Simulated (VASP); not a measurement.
Ti2CuSb3, 6 atoms in the cell. It takes space group P-4m2 (No. 115, tetragonal). Conventional cell: a = 3.749 Å, b = 3.749 Å, c = 8.171 Å, α = 90.00°, β = 90.00°, γ = 90.00°. Ti (site symmetry 2mm) has 7 Sb at 2.81 to 2.96 Å and 2 Cu at 2.85 Å and 4 Ti at 3.75 Å within 3.8 Å. Cu (site symmetry -4m2) has 8 Sb at 2.65 to 3.59 Å and 4 Ti at 2.85 Å within 3.6 Å. Within 3.8 Å of Sb (site symmetry 2mm) lie 5 Ti at 2.81 to 2.96 Å and 10 Sb at 3.35 to 3.75 Å and 2 Cu at 3.59 Å. Within 3.6 Å of Sb (site symmetry -4m2) lie 4 Cu at 2.65 Å and 4 Ti at 2.85 Å and 4 Sb at 3.59 Å. 

- Program: VASP 6.6.1
- Task: single point
- Functional: PBEsol
- Potentials or basis: VASP PAW PBE potentials, release 64 (Ti_sv, Cu, Sb)
- Cutoff: 520 eV
- k mesh: 10 × 10 × 6
- Occupations: gaussian, width 0.1 eV
- Spin: no spin polarisation
- Dipole correction: no
- Further INCAR settings: ALGO = Normal; EDIFF = 1e-07; NBANDS = 34

Potentials or basis: VASP PAW PBE potentials, release 64 (Ti_sv, Cu, Sb).

The run is started by

```sh
$ cat potpaw_PBE.64/Ti_sv/POTCAR potpaw_PBE.64/Cu/POTCAR potpaw_PBE.64/Sb/POTCAR > POTCAR
$ mpirun -np 1 vasp_std > vasp.out
```

Hardware: 1 thread of Intel(R) Xeon(R) 6975P-C (Granite Rapids) (shared host).

Task: Estimate the wall time of this run.

Result: Wall time 3.3 min on 1 thread of Intel(R) Xeon(R) 6975P-C (Granite Rapids), with other jobs on the host, peak memory 0.43 GiB. Counts: scf iterations 18, k points 84.
